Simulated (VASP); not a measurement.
Set up this calculation in VASP 6.6.1, as the native input.

```yaml
Task: single point
Functional: r2SCAN
Potentials_or_basis: VASP PAW PBE potentials, release 64 (Fe)
Cutoff: 520 eV
k_mesh: 14 × 14 × 14
Occupations: fermi-dirac, width 0.1 eV
Spin: collinear spin, ferromagnetic start
Starting_moments: "[3.0] μB"
Dipole_correction: no
Further_INCAR_settings: ALGO = Normal; EDIFF = 1e-06; NBANDS = 14
```

Crystal: Fe.

```xyz
1
Lattice="0.0000 2.0519 2.0766 1.5834 0.0000 2.0766 1.5834 2.0519 0.0000" Properties=species:S:1:pos:R:3 pbc="T T T"
Fe    0.0000    0.0000    0.0000
```

One way to write it, as run:

POSCAR

```
Fe
1.0
    0.0000000000      2.0518786712      2.0765694746
    1.5834339153      0.0000000000      2.0765694746
    1.5834339153      2.0518786712      0.0000000000
Fe
1
Direct
    0.0000000000      0.0000000000      0.0000000000
```

INCAR.step1

```
SYSTEM = Fe
PREC = Accurate
ENCUT = 520
ISMEAR = -1
SIGMA = 0.1
LREAL = .False.
LASPH = .True.
NELM = 150
ISPIN = 2
MAGMOM = 3
LMAXMIX = 4
NBANDS = 14
GGA = PE
ALGO = Normal
EDIFF = 1E-4
LWAVE = .True.
LCHARG = .False.
```

INCAR.step2

```
SYSTEM = Fe
PREC = Accurate
ENCUT = 520
EDIFF = 1E-6
ISMEAR = -1
SIGMA = 0.1
LREAL = .False.
LASPH = .True.
NELM = 150
ALGO = Normal
ISIF = 2
LWAVE = .False.
LCHARG = .True.
ISPIN = 2
MAGMOM = 3
LORBIT = 11
LMAXMIX = 4
METAGGA = R2SCAN
LMIXTAU = .True.
LELF = .True.
LVHAR = .True.
NBANDS = 14
ISTART = 1
```

KPOINTS

```
Automatic mesh
0
Gamma
  14 14 14
  0 0 0
```

Potentials or basis: VASP PAW PBE potentials, release 64 (Fe).

Run with:

```console
$ cat potpaw_PBE.64/Fe/POTCAR > POTCAR
$ cp INCAR.step1 INCAR
$ mpirun -np 1 vasp_std > vasp.out
$ cp INCAR.step2 INCAR
$ mpirun -np 1 vasp_std > vasp.out
```

Results of the run:

```
Pressure                                              : -17.0 GPa
Net moment                                            : 2.81 μB per cell
Site moments                                          : Fe +2.92 μB
Valence electrons inside the program's atomic spheres : Fe 6.96
```

Caveat: the cell stands under tension; the PAW data sets were made with another functional, which shifts forces and pressure a little.

Wall time 15 min on 1 thread of AMD EPYC 7R43 64-Core Processor (Zen 3), with other jobs on the host, peak memory 0.2 GiB.
